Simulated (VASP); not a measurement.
# Hf6F (P-31m) in VASP: further runs

Hf6F is run at these levels: r2SCAN, PBE; tasks: single point, relaxation of cell and atoms.

All numbers are computed with VASP 6.6.1; they aren't measurements. Logs are shortened: lines on timing, memory, paths and dates and some standing lists are left out, and cuts for length are marked.

**1. The cell of the first run**

Symmetry: P-31m, No. 162, trigonal system. Conventional cell: a = 5.620 Å, b = 5.620 Å, c = 5.180 Å, α = 90.00°, β = 90.00°, γ = 120.00°. Within 3.4 Å of Hf (site symmetry m) lie 1 F at 2.37 Å and 12 Hf at 3.02 to 3.35 Å. Within 3.1 Å of F (site symmetry -3m) lie 6 Hf at 2.37 Å.

**2. Single point, r2SCAN**

File POSCAR:

```
Hf6F
1.0
    5.6204621281      0.0000000000      0.0000000000
   -2.8102310640      4.8674629839      0.0000000000
    0.0000000000      0.0000000000      5.1801832807
Hf F
6 1
Direct
    0.3439050538      0.3439050538      0.7367732859
    0.6560949462      0.6560949462      0.2632267141
    0.3439050538      0.0000000000      0.2632267141
    0.0000000000      0.6560949462      0.7367732859
    0.0000000000      0.3439050538      0.2632267141
    0.6560949462      0.0000000000      0.7367732859
    0.0000000000      0.0000000000      0.0000000000
```

File INCAR.step1:

```
PREC = Accurate ; ENCUT = 520
ISMEAR = 0 ; SIGMA = 0.1
LREAL = False ; LASPH = True
NELM = 60 ; NBANDS = 42
GGA = PE ; ALGO = Normal
EDIFF = 1E-4 ; LWAVE = True
LCHARG = False
```

File INCAR.step2:

```
PREC = Accurate ; ENCUT = 520
EDIFF = 1E-6 ; ISMEAR = 0
SIGMA = 0.1 ; LREAL = False
LASPH = True ; NELM = 60
ALGO = Normal ; ISIF = 2
LWAVE = False ; LCHARG = False
METAGGA = R2SCAN ; LMIXTAU = True
NBANDS = 42 ; ISTART = 1
```

File KPOINTS:

```
regular mesh
0
Gamma
  6 6 6
```

Potentials or basis: VASP PAW PBE potentials, release 64 (Hf_pv, F).

The run is started by

```bash
$ cat potpaw_PBE.64/Hf_pv/POTCAR potpaw_PBE.64/F/POTCAR > POTCAR
$ cp INCAR.step1 INCAR
$ mpirun -np 1 vasp_std > vasp.out
$ cp INCAR.step2 INCAR
$ mpirun -np 1 vasp_std > vasp.out
```

OUTCAR:

```text
PREC = Accurate
   ENCUT = 520
   EDIFF = 1E-6
   ISMEAR = 0
   LREAL = False
   LASPH = True
   NELM = 60
   ISIF = 2
   METAGGA = R2SCAN
   ISTART = 1

 ion  position               nearest neighbor table
   1  0.344  0.344  0.737-   7 2.37   2 3.02   3 3.12   5 3.12   6 3.19   6 3.19   4 3.19   4 3.19
                             2 3.24   3 3.34   5 3.34   4 3.35   6 3.35
   2  0.656  0.656  0.263-   7 2.37   1 3.02   6 3.12   4 3.12   3 3.19   3 3.19   5 3.19   5 3.19
                             1 3.24   6 3.34   4 3.34   5 3.35   3 3.35
   3  0.344  0.000  0.263-   7 2.37   6 3.02   1 3.12   4 3.12   2 3.19   5 3.19   2 3.19   5 3.19
                             6 3.24   1 3.34   4 3.34   5 3.35   2 3.35
   4  0.000  0.656  0.737-   7 2.37   5 3.02   3 3.12   2 3.12   6 3.19   1 3.19   6 3.19   1 3.19
                             5 3.24   3 3.34   2 3.34   1 3.35   6 3.35
   5  0.000  0.344  0.263-   7 2.37   4 3.02   6 3.12   1 3.12   3 3.19   2 3.19   3 3.19   2 3.19
                             4 3.24   6 3.34   1 3.34   2 3.35   3 3.35
   6  0.656  0.000  0.737-   7 2.37   3 3.02   2 3.12   5 3.12   1 3.19   4 3.19   1 3.19   4 3.19
                             3 3.24   2 3.34   5 3.34   4 3.35   1 3.35
   7  0.000  0.000  0.000-   4 2.37   5 2.37   1 2.37   2 2.37   3 2.37   6 2.37

  LATTYP: Found a hexagonal cell.
 ALAT       =     5.6204621281
 C/A-ratio  =     0.9216650095

  Lattice vectors:

 A1 = (   5.6204621281,   0.0000000000,   0.0000000000)
 A2 = (  -2.8102310640,   4.8674629839,   0.0000000000)
 A3 = (   0.0000000000,   0.0000000000,   5.1801832807)

Analysis of symmetry for initial positions (statically):
=====================================================================
 Subroutine PRICEL returns:
 Original cell was already a primitive cell.

 Routine SETGRP: Setting up the symmetry group for a
 hexagonal supercell.

 Subroutine GETGRP returns: Found 12 space group operations
 (whereof 12 operations were pure point group operations)
 out of a pool of 24 trial point group operations.

The static configuration has the point symmetry D_3d.

Analysis of symmetry for dynamics (positions and initial velocities):
=====================================================================
 Subroutine PRICEL returns:
 Original cell was already a primitive cell.

 Routine SETGRP: Setting up the symmetry group for a
 hexagonal supercell.

 Subroutine GETGRP returns: Found 12 space group operations
 (whereof 12 operations were pure point group operations)
 out of a pool of 24 trial point group operations.

The dynamic configuration has the point symmetry D_3d.

 Subroutine INISYM returns: Found 12 space group operations
 (whereof 12 operations are pure point group operations),
 and found     1 'primitive' translations

----------------------------------------------------------------------------------------

                                     Primitive cell

  volume of cell :     141.7163

  direct lattice vectors                    reciprocal lattice vectors
     5.620462128  0.000000000  0.000000000     0.177921313  0.102722918  0.000000000
    -2.810231064  4.867462984  0.000000000     0.000000000  0.205445836  0.000000000
     0.000000000  0.000000000  5.180183281     0.000000000  0.000000000  0.193043363

  length of vectors
     5.620462128  5.620462128  5.180183281     0.205445836  0.205445836  0.193043363

  position of ions in fractional coordinates (direct lattice)
     0.343905054  0.343905054  0.736773286
     0.656094946  0.656094946  0.263226714
     0.343905054  0.000000000  0.263226714
     0.000000000  0.656094946  0.736773286
     0.000000000  0.343905054  0.263226714
     0.656094946  0.000000000  0.736773286
     0.000000000  0.000000000  0.000000000

  ion indices of the primitive-cell ions
   primitive index   ion index
                 1           1
                 2           2
                 3           3
                 4           4
                 5           5
                 6           6
                 7           7

----------------------------------------------------------------------------------------

 KPOINTS: regular mesh

Automatic generation of k-mesh.
 Grid dimensions read from file:
 generate k-points for:    6    6    6

 Generating k-lattice:

  Cartesian coordinates                     Fractional coordinates (reciprocal lattice)
     0.029653552  0.017120486  0.000000000     0.166666667  0.000000000  0.000000000
     0.000000000  0.034240973  0.000000000     0.000000000  0.166666667  0.000000000
     0.000000000  0.000000000  0.032173894     0.000000000  0.000000000  0.166666667

  Length of vectors
     0.034240973  0.034240973  0.032173894

  Shift w.r.t. Gamma in fractional coordinates (k-lattice)
     0.000000000  0.000000000  0.000000000

 Subroutine IBZKPT returns following result:
 ===========================================

 Found     34 irreducible k-points:

 Following reciprocal coordinates:
            Coordinates               Weight
  0.000000  0.000000  0.000000      1.000000
  0.166667  0.000000  0.000000      6.000000
  0.333333  0.000000  0.000000      6.000000
  0.500000  0.000000  0.000000      3.000000
  0.166667  0.166667  0.000000      6.000000
  0.333333  0.166667  0.000000     12.000000
[... 16 lines left out ...]
 -0.166667  0.333333  0.333333      6.000000
  0.333333  0.166667  0.333333     12.000000
 [... further k-points ...]
   k-points           NKPTS =     34   k-points in BZ     NKDIM =     34   number of bands    NBANDS=     42
   number of dos      NEDOS =    301   number of ions     NIONS =      7
   total plane-waves  NPLWV =  70560
   dimension x,y,z NGX =    42 NGY =   42 NGZ =   40
   dimension x,y,z NGXF=    84 NGYF=   84 NGZF=   80
   ions per type =               6   1
   NGX,Y,Z   is equivalent  to a cutoff of  12.42, 12.42, 12.84 a.u.
   NGXF,Y,Z  is equivalent  to a cutoff of  24.85, 24.85, 25.67 a.u.
 SYSTEM =  unknown system
   PREC   = accura    normal or accurate (medium, high low for compatibility)
   ISTART =      1    job   : 0-new  1-cont  2-samecut
   ICHARG =      0    charge: 1-file 2-atom 10-const
   ISPIN  =      1    spin polarized calculation?
   LNONCOLLINEAR =      F non collinear calculations
   LSORBIT =      F    spin-orbit coupling
   LASPH  =      T    aspherical Exc in radial PAW
   ENCUT  =  520.0 eV  38.22 Ry    6.18 a.u.  10.45 10.45  9.63*2*pi/ulx,y,z
   NELM   =     60;   NELMIN=  2; NELMDL=  0     # of ELM steps
   EDIFF  = 0.1E-05   stopping-criterion for ELM
   LREAL  =      F    real-space projection
   EDIFFG = 0.1E-04   stopping-criterion for IOM
   NSW    =      0    number of steps for IOM
   IBRION =     -1    ionic relax: 0-MD 1-quasi-New 2-CG
   NFREE  =      0    steps in history (QN), initial steepest desc. (CG)
   ISIF   =      2    stress and relaxation
   ISYM   =      2    0-nonsym 1-usesym 2-fastsym
   POTIM  = 0.5000    time-step for ionic-motion
   TEBEG  =    0.0;   TEEND  =   0.0 temperature during run
   PSTRESS=    0.0 pullay stress
   NELECT =      67.0000    total number of electrons
   NUPDOWN=      -1.0000    fix difference up-down
   EMIN   =  10.00;   EMAX   =-10.00  energy-range for DOS
   EFERMI =   0.00;   METHOD = LEGACY
   ISMEAR =     0;   SIGMA  =   0.10  broadening in eV -4-tet -1-fermi 0-gaus
   EFERMI_NEDOS =   21; number of points for ismear=-14 and -15
   IALGO  =     38    algorithm
   IMIX   =      4    mixing-type and parameters
     AMIX     =   0.40;   BMIX     =  1.00
     AMIX_MAG =   1.60;   BMIX_MAG =  1.00
  volume/ion in A,a.u.               =      20.25       136.62
  Fermi-wavevector in a.u.,A,eV,Ry     =   1.275342  2.410046 22.129821  1.626496
  Thomas-Fermi vector in A             =   2.408059
   LORBIT       =      0    0 simple, 1 ext, 2 COOP (PROOUT), +10 PAW based schemes
   METAGGA = R2SCAN    functional components
   LHFCALC =     F    Hartree Fock is set to
   AEXX    =    0.0000 exact exchange contribution
   IVDW    =     0    specifies the selected vdW correction
   LEPSILON=     F    determine dielectric tensor
   LRPA    =     F    only Hartree local field effects (RPA)
 non-spin polarized calculation
 Gauss-broadening in eV      SIGMA  =   0.10
  energy-cutoff  :      520.00
  volume of cell :      141.72
 maximum number of plane-waves:      3848
 NGX is ok and might be reduce to    42
   NGX = 21   NGY = 21   NGZ = 19

 number of electron      67.0000026 magnetization

 Free energy of the ion-electron system (eV)
  ---------------------------------------------------
  ext. energy  EPLUGINS =         0.00000000
  ---------------------------------------------------
  free energy    TOTEN  =      -278.07533946 eV

  energy without entropy =     -278.05550013  energy(sigma->0) =     -278.06541979

 E-fermi :   5.1707     XC(G=0): -12.1288

 val. band max:        5.1585511408   @ k =   0.1667   0.0000   0.1667
 cond. band min:       5.1733226981   @ k =   0.0000   0.0000   0.1667
 fundamental gap:      0.0147715572
 Fermi energy:         5.1707052598

 k-point     1 :       0.0000    0.0000    0.0000
  band No.  band energies     occupation
      1     -27.6359      2.00000
      2     -27.1502      2.00000
      3     -27.1456      2.00000
      4     -27.1456      2.00000
      5     -27.1451      2.00000
      6     -27.0332      2.00000
[... 34 lines left out ...]
     41       6.8461      0.00000
     42       7.0718      0.00000

 k-point     2 :       0.1667    0.0000    0.0000
  band No.  band energies     occupation
      1     -27.6133      2.00000
      2     -27.2109      2.00000
      3     -27.1661      2.00000
      4     -27.1588      2.00000
      5     -27.0845      2.00000
      6     -27.0623      2.00000
[... 979 lines left out ...]
     41       6.8204      0.00000
     42       7.2944      0.00000

 k-point    24 :       0.3333    0.1667    0.3333
  band No.  band energies     occupation
      1     -27.4985      2.00000
      2     -27.3192      2.00000
      3     -27.2731      2.00000
      4     -27.1405      2.00000
      5     -27.1098      2.00000
      6     -27.0247      2.00000
[... 34 lines left out ...]
     41       7.2932      0.00000
     42       7.3347      0.00000

 [... further k-points ...]

------------------------ aborting loop because EDIFF is reached ----------------------------------------

  FORCE on cell =-STRESS in cart. coord.  units (eV):
  Direction    XX          YY          ZZ          XY          YZ          ZX
  --------------------------------------------------------------------------------------
  -------------------------------------------------------------------------------------
  Total       -2.2182495     -2.2182495     -3.1840614     -0.0000000     -0.0000000      0.0000000
  in kB      -25.0784771    -25.0784771    -35.9974892     -0.0000000     -0.0000000      0.0000000
  external PRESSURE =     -28.7181478 kB  Pullay stress =       0.0000000 kB

 VOLUME and BASIS-vectors are now :
 -----------------------------------------------------------------------------
  energy-cutoff  :      520.00
  volume of cell :      141.72
      direct lattice vectors                 reciprocal lattice vectors
     5.620462128  0.000000000  0.000000000     0.177921313  0.102722918  0.000000000
    -2.810231064  4.867462984  0.000000000     0.000000000  0.205445836  0.000000000
     0.000000000  0.000000000  5.180183281     0.000000000  0.000000000  0.193043363

 POSITION                                       TOTAL-FORCE (eV/Angst)
 -----------------------------------------------------------------------------------
      0.96645      1.67395      3.81662        -0.096022     -0.166316      0.056818
      1.84378      3.19352      1.36356         0.096022      0.166316     -0.056818
      1.93291      0.00000      1.36356        -0.192045      0.000000     -0.056818
     -1.84378      3.19352      3.81662        -0.096022      0.166316      0.056818
     -0.96645      1.67395      1.36356         0.096022     -0.166316     -0.056818
      3.68756      0.00000      3.81662         0.192045     -0.000000      0.056818
      0.00000      0.00000      0.00000         0.000000      0.000000     -0.000000
 -----------------------------------------------------------------------------------
    total drift:                               -0.000000      0.000000     -0.000000

  FREE ENERGIE OF THE ION-ELECTRON SYSTEM (eV)
  ---------------------------------------------------
  free  energy   TOTEN  =      -278.0753394605 eV

  energy  without entropy=     -278.0555001250  energy(sigma->0) =     -278.06541979
```

Wall time 5.9 min (1 thread of Intel Xeon 6975P-C (Granite Rapids), shared host); peak memory 0.37 GiB.

What came out:

```yaml
Free_energy: -278.0753 eV
Pressure: -2.9 GPa
Largest_force: 0.200 eV/Å
Band_gap_on_the_k_mesh: zero (an odd number of electrons rules out a gap without spin polarisation)
```

Forces in eV/Å, atoms in the order of the input:
```
Hf  -0.096 -0.166  0.057
Hf   0.096  0.166 -0.057
Hf  -0.192  0.000 -0.057
Hf  -0.096  0.166  0.057
Hf   0.096 -0.166 -0.057
Hf   0.192  0.000  0.057
F    0.000  0.000  0.000
```

Levels at points of the mesh, in eV from the Fermi level:
```
           k point  band 29  band 30  band 31  band 32  band 33  band 34  band 35  band 36  band 37  band 38
(0.00, 0.00, 0.00)    -1.79    -1.79    -1.62    -0.63     0.24     0.24     0.63     0.63     1.07     1.49
(0.50, 0.00, 0.00)    -1.87    -1.66    -1.51    -1.17    -0.91     0.19     0.75     0.75     1.02     1.03
(0.00, 0.00, 0.50)    -1.57    -1.26    -1.26    -0.86    -0.73    -0.73    -0.24    -0.24     0.45     0.90
(0.50, 0.00, 0.50)    -1.24    -1.22    -1.11    -1.02    -0.89    -0.69     0.08     0.39     0.58     0.87
```

Caveat: the PAW data sets were made with another functional, which shifts forces and pressure a little; spin-orbit coupling is left out, which moves the levels of the heavy elements.

**3. Relaxation of cell and atoms, PBE (with an interstitial atom)**

File INCAR:

```
PREC = Accurate
ENCUT = 600
EDIFF = 1E-6
ISMEAR = 0
SIGMA = 0.1
LREAL = False
LASPH = True
NELM = 80
ALGO = Normal
ISIF = 3
LWAVE = False
LCHARG = False
GGA = PE
IBRION = 2
NSW = 100
EDIFFG = -0.01
```

KPOINTS is that of step 2.

File POSCAR:

```
Hf6F
1.0
    5.6188566726      0.0000000000      0.0000000000
   -2.8094283363      4.8660726187      0.0000000000
    0.0000000000      0.0000000000      5.1958812600
Hf F
6 1
Direct
    0.3447367155      0.3447367155      0.7355445912
    0.6552632845      0.6552632845      0.2644554088
    0.3447367155      0.0000000000      0.2644554088
    0.0000000000      0.6552632845      0.7355445912
    0.0000000000      0.3447367155      0.2644554088
    0.6552632845      0.0000000000      0.7355445912
    0.0000000000      0.0000000000      0.0000000000
```

Potentials or basis: VASP PAW PBE potentials, release 64 (Hf_pv, F).

The run is started by

```bash
$ cat potpaw_PBE.64/Hf_pv/POTCAR potpaw_PBE.64/F/POTCAR > POTCAR
$ mpirun -np 1 vasp_std > vasp.out
```

Run time: 6.9 min. Hardware: 1 thread of Intel Xeon 6975P-C (Granite Rapids), shared host; peak memory 0.43 GiB.

Results (log left out):

```
Free energy                           : -64.9575 eV
Relaxed volume                        : 20.11 Å³/atom
Relaxed cell                          : a = 5.608 Å, b = 5.608 Å, c = 5.168 Å, α = 90.00°, β = 90.00°, γ = 120.00°
Space group after relaxing (to 0.1 Å) : P-31m (No. 162)
Energy gained by relaxing             : 1.4 meV/atom
Ionic steps                           : 6
Pressure after relaxing               : 0.0 GPa
Largest force after relaxing          : 0.009 eV/Å
Band gap on the k mesh                : zero (an odd number of electrons rules out a gap without spin polarisation)
```

Forces in eV/Å, atoms in the order of the input:
```
Hf   0.003  0.006  0.006
Hf  -0.003 -0.006 -0.006
Hf   0.006  0.000 -0.006
Hf   0.003 -0.006  0.006
Hf  -0.003  0.006 -0.006
Hf  -0.006  0.000  0.006
F    0.000  0.000  0.000
```

The path:
```csv
step,energy change (eV),largest force (eV/Å),pressure (GPa),volume (Å³)
1,0.0000,0.1615,-1.01,142.06
2,-0.0047,0.0615,1.11,139.45
3,-0.0077,0.0961,0.29,140.45
4,-0.0096,0.0170,0.00,140.72
5,-0.0096,0.0169,0.01,140.72
6,-0.0096,0.0088,-0.01,140.75
```

Final structure:
```yaml
crystal:
  lattice:
    - [5.60795, 0.00000, 0.00000]
    - [-2.80398, 4.85663, 0.00000]
    - [0.00000, 0.00000, 5.16774]
  atoms:
    - { symbol: Hf, position: [0.34349, 0.34349, 0.73694] }
    - { symbol: Hf, position: [0.65651, 0.65651, 0.26306] }
    - { symbol: Hf, position: [0.34349, 0.00000, 0.26306] }
    - { symbol: Hf, position: [0.00000, 0.65651, 0.73694] }
    - { symbol: Hf, position: [0.00000, 0.34349, 0.26306] }
    - { symbol: Hf, position: [0.65651, 0.00000, 0.73694] }
    - { symbol: F, position: [0.00000, 0.00000, 0.00000] }
```

Levels at points of the mesh, in eV from the Fermi level:
| k point | band 29 | band 30 | band 31 | band 32 | band 33 | band 34 | band 35 | band 36 | band 37 | band 38 |
| --- | --- | --- | --- | --- | --- | --- | --- | --- | --- | --- |
| (0.00, 0.00, 0.00) | -1.61 | -1.61 | -1.44 | -0.43 | 0.22 | 0.22 | 0.58 | 0.58 | 0.96 | 1.38 |
| (0.50, 0.00, 0.00) | -1.71 | -1.50 | -1.40 | -0.99 | -0.86 | 0.11 | 0.64 | 0.72 | 0.92 | 0.95 |
| (0.00, 0.00, 0.50) | -1.42 | -1.19 | -1.19 | -0.79 | -0.55 | -0.55 | -0.13 | -0.13 | 0.46 | 0.79 |
| (0.50, 0.00, 0.50) | -1.17 | -1.15 | -1.06 | -0.93 | -0.86 | -0.65 | 0.05 | 0.36 | 0.53 | 0.83 |

Caveat: the cell differs from its parent crystal (with an interstitial atom); spin-orbit coupling is left out, which moves the levels of the heavy elements.

The gap in the log of VASP goes by the Fermi energy; the results here count the filled bands.